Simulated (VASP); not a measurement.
# CdSe (I-4m2) in VASP: notebook, part 2 of 2

VASP 6.6.1.

## (4) Single point, LDA (equal xx and yy strain of +1 %)

Input file INCAR:

```
PREC = Accurate
ENCUT = 520
EDIFF = 1E-6
ISMEAR = -1
SIGMA = 0.03
LREAL = False
LASPH = True
NELM = 80
ALGO = Normal
ISIF = 2
LWAVE = False
LCHARG = True
GGA = CA
LELF = True
LVHAR = True
NBANDS = 16
```

Input file KPOINTS:

```
regular mesh
0
Gamma
  8 8 8
```

Input file POSCAR:

```
CdSe
1.0
    0.0000000000      3.1009739106      3.0702711986
    3.1009739106      0.0000000000      3.0702711986
    3.1009739106      3.1009739106      0.0000000000
Cd Se
1 1
Direct
    0.0000000000      0.0000000000      0.0000000000
    0.2500000000      0.2500000000      0.2500000000
```

Potentials or basis: VASP PAW LDA potentials, release 64 (Cd, Se).

The run is started by

```console
> cat potpaw_LDA.64/Cd/POTCAR potpaw_LDA.64/Se/POTCAR > POTCAR
> mpirun -np 1 vasp_std > vasp.out
```

OUTCAR:

```text
PREC = Accurate
   ENCUT = 520
   EDIFF = 1E-6
   ISMEAR = -1
   LREAL = False
   LASPH = True
   NELM = 80
   ISIF = 2
   GGA = CA

 ion  position               nearest neighbor table
   1  0.000  0.000  0.000-   2 2.68   2 2.68   2 2.68   2 2.68
   2  0.250  0.250  0.250-   1 2.68   1 2.68   1 2.68   1 2.68

  LATTYP: Found a body centered tetragonal cell.
 ALAT       =     4.3854393609
 C/A-ratio  =     1.4002114479

  Lattice vectors:

 A1 = (   0.0000000000,  -3.1009739106,  -3.0702711986)
 A2 = (   0.0000000000,   3.1009739106,  -3.0702711986)
 A3 = (   3.1009739106,   0.0000000000,   3.0702711986)

Analysis of symmetry for initial positions (statically):
=====================================================================
 Subroutine PRICEL returns:
 Original cell was already a primitive cell.

 Routine SETGRP: Setting up the symmetry group for a
 body centered tetragonal supercell.

 Subroutine GETGRP returns: Found  8 space group operations
 (whereof  8 operations were pure point group operations)
 out of a pool of 16 trial point group operations.

The static configuration has the point symmetry D_2d.

Analysis of symmetry for dynamics (positions and initial velocities):
=====================================================================
 Subroutine PRICEL returns:
 Original cell was already a primitive cell.

 Routine SETGRP: Setting up the symmetry group for a
 body centered tetragonal supercell.

 Subroutine GETGRP returns: Found  8 space group operations
 (whereof  8 operations were pure point group operations)
 out of a pool of 16 trial point group operations.

The dynamic configuration has the point symmetry D_2d.

 Subroutine INISYM returns: Found  8 space group operations
 (whereof  8 operations are pure point group operations),
[... 96 lines left out ...]
   EDIFF  = 0.1E-05   stopping-criterion for ELM
   LREAL  =      F    real-space projection
[... 7 lines left out ...]
   TEBEG  =    0.0;   TEEND  =   0.0 temperature during run
   PSTRESS=    0.0 pullay stress
   NELECT =      18.0000    total number of electrons
   NUPDOWN=      -1.0000    fix difference up-down
   EMIN   =  10.00;   EMAX   =-10.00  energy-range for DOS
   EFERMI =   0.00;   METHOD = LEGACY
   ISMEAR =    -1;   SIGMA  =   0.03  broadening in eV -4-tet -1-fermi 0-gaus
   EFERMI_NEDOS =   21; number of points for ismear=-14 and -15
   IALGO  =     38    algorithm
   IMIX   =      4    mixing-type and parameters
     AMIX     =   0.40;   BMIX     =  1.00
     AMIX_MAG =   1.60;   BMIX_MAG =  1.00
  volume/ion in A,a.u.               =      29.52       199.24
  Fermi-wavevector in a.u.,A,eV,Ry     =   1.101788  2.082077 16.516611  1.213937
  Thomas-Fermi vector in A             =   2.238221
   LORBIT       =      0    0 simple, 1 ext, 2 COOP (PROOUT), +10 PAW based schemes
   GGA     = CA    functional components
   LHFCALC =     F    Hartree Fock is set to
   AEXX    =    0.0000 exact exchange contribution
   IVDW    =     0    specifies the selected vdW correction
   LEPSILON=     F    determine dielectric tensor
   LRPA    =     F    only Hartree local field effects (RPA)
 non-spin polarized calculation
  energy-cutoff  :      520.00
  volume of cell :       59.05
 maximum number of plane-waves:      1606
   NGX = 17   NGY = 17   NGZ = 17

 number of electron      18.0000004 magnetization

 Free energy of the ion-electron system (eV)
  ---------------------------------------------------
  ext. energy  EPLUGINS =         0.00000000
  ---------------------------------------------------
  free energy    TOTEN  =        -6.70728867 eV

  energy without entropy =       -6.70725833  energy(sigma->0) =       -6.70727350

 E-fermi :   0.5799     XC(G=0):  -9.0785

 val. band max:        0.4476033667   @ k =   0.0000   0.0000   0.0000
 cond. band min:       0.6917352370   @ k =   0.0000   0.0000   0.0000
 fundamental gap:      0.2441318702
 Fermi energy:         0.5798912579

 k-point     1 :       0.0000    0.0000    0.0000
  band No.  band energies     occupation
      1     -11.9580      2.00000
      2      -7.3678      2.00000
      3      -7.3678      2.00000
      4      -7.3639      2.00000
      5      -7.0382      2.00000
      6      -7.0358      2.00000
[... 433 lines left out ...]
      3      -7.2702      2.00000
      4      -7.0760      2.00000
      5      -7.0149      2.00000
      6      -6.9664      2.00000
[... 8 lines left out ...]
     15      11.1843      0.00000
     16      11.7914      0.00000

 [... further k-points ...]
[... 5 lines left out ...]
  --------------------------------------------------------------------------------------
  -------------------------------------------------------------------------------------
  Total       -1.3995353     -1.3995353     -1.3190733      0.0000000     -0.0000000     -0.0000000
  in kB      -37.9744500    -37.9744500    -35.7912238      0.0000000     -0.0000000     -0.0000000
  external PRESSURE =     -37.2467079 kB  Pullay stress =       0.0000000 kB

 VOLUME and BASIS-vectors are now :
 -----------------------------------------------------------------------------
  energy-cutoff  :      520.00
  volume of cell :       59.05
      direct lattice vectors                 reciprocal lattice vectors
     0.000000000  3.100973911  3.070271199    -0.161239667  0.161239667  0.162852063
     3.100973911  0.000000000  3.070271199     0.161239667 -0.161239667  0.162852063
     3.100973911  3.100973911  0.000000000     0.161239667  0.161239667 -0.162852063

 POSITION                                       TOTAL-FORCE (eV/Angst)
 -----------------------------------------------------------------------------------
      0.00000      0.00000      0.00000         0.000000      0.000000     -0.000000
      1.55049      1.55049      1.53514        -0.000000     -0.000000      0.000000
 -----------------------------------------------------------------------------------
    total drift:                               -0.000001     -0.000001      0.000002

  FREE ENERGIE OF THE ION-ELECTRON SYSTEM (eV)
  ---------------------------------------------------
  free  energy   TOTEN  =        -6.7072886717 eV

  energy  without entropy=       -6.7072583287  energy(sigma->0) =       -6.70727350
```

Wall time 32 s (1 thread of Intel Xeon 6975P-C, shared host); peak memory 0.2 GiB.

What came out:

```
Free energy            : -6.7073 eV
Pressure               : -3.7 GPa
Band gap on the k mesh : 0.24 eV, direct
```

Levels at points of the mesh, in eV from the valence-band top:
```
           k point  band 5  band 6  band 7  band 8  band 9  band 10  band 11  band 12  band 13  band 14
(0.00, 0.00, 0.00)   -7.49   -7.48   -0.03   -0.03    0.00     0.24     5.77     5.77     5.77     9.28
(0.50, 0.00, 0.00)   -7.46   -7.23   -4.22   -0.74   -0.69     2.11     6.24     6.31     7.03     9.62
(0.50, 0.50, 0.00)   -7.43   -7.16   -3.93   -1.77   -1.77     2.98     3.48     8.69     9.71     9.71
(0.50, 0.00, 0.50)   -7.43   -7.18   -3.99   -1.74   -1.73     3.01     3.56     8.61     9.66     9.77
```

Caveat: the cell differs from its parent crystal (equal xx and yy strain of +1 %).

## (5) Overview

```tsv
cell	gap on the mesh (eV)	pressure (GPa)
a = 4.320, b = 4.320, c = 4.299 Å, angles 60.2, 60.2, 59.7°, 2 atoms	0.33	-2.0
a = 4.364, b = 4.364, c = 4.342 Å, angles 60.2, 60.2, 59.7°, 2 atoms	0.27	-3.3
a = 4.364, b = 4.364, c = 4.385 Å, angles 59.8, 59.8, 60.3°, 2 atoms	0.24	-3.7
```

Alike in all rows: task single point; level LDA; potentials or basis VASP PAW LDA potentials, release 64 (Cd, Se); no spin polarisation; k mesh 8 × 8 × 8; cutoff (eV) 520; smearing fermi-dirac 0.03 eV.

Total energies depend on the potentials used, so only differences within one code and one set of settings carry meaning.
